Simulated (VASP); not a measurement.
Input of a VASP 6.6.1 run:

File INCAR:

```
SYSTEM = NaH
PREC = Accurate ; ENCUT = 520
EDIFF = 1E-6 ; ISMEAR = -1
SIGMA = 0.05 ; LREAL = .False.
LASPH = .True. ; NELM = 100
ALGO = Normal ; ISIF = 2
LWAVE = .False. ; LCHARG = .False.
GGA = PE ; NBANDS = 11
```

KPOINTS

```
regular mesh
0
Gamma
  6 6 6
  0 0 0
```

File POSCAR:

```
NaH
1.0
    0.0000000000      2.4400000000      2.4400000000
    2.4400000000      0.0000000000      2.4400000000
    2.4400000000      2.4400000000      0.0000000000
Na H
1 1
Direct
    0.0000000000      0.0000000000      0.0000000000
    0.5000000000      0.5000000000      0.5000000000
```

Potentials or basis: VASP PAW PBE potentials, release 64 (Na_pv, H).

Command:

```console
$ cat potpaw_PBE.64/Na_pv/POTCAR potpaw_PBE.64/H/POTCAR > POTCAR
$ mpirun -np 1 vasp_std > vasp.out
```

**Question.** Estimate the pressure.

**Answer.** -0.7 GPa.

**Question.** Predict the band gap on the k mesh.

**Answer.** 3.76 eV, indirect (least direct gap 4.55 eV).

A k mesh can miss the band edges. As with any semilocal functional, this PBE gap is likely too small.
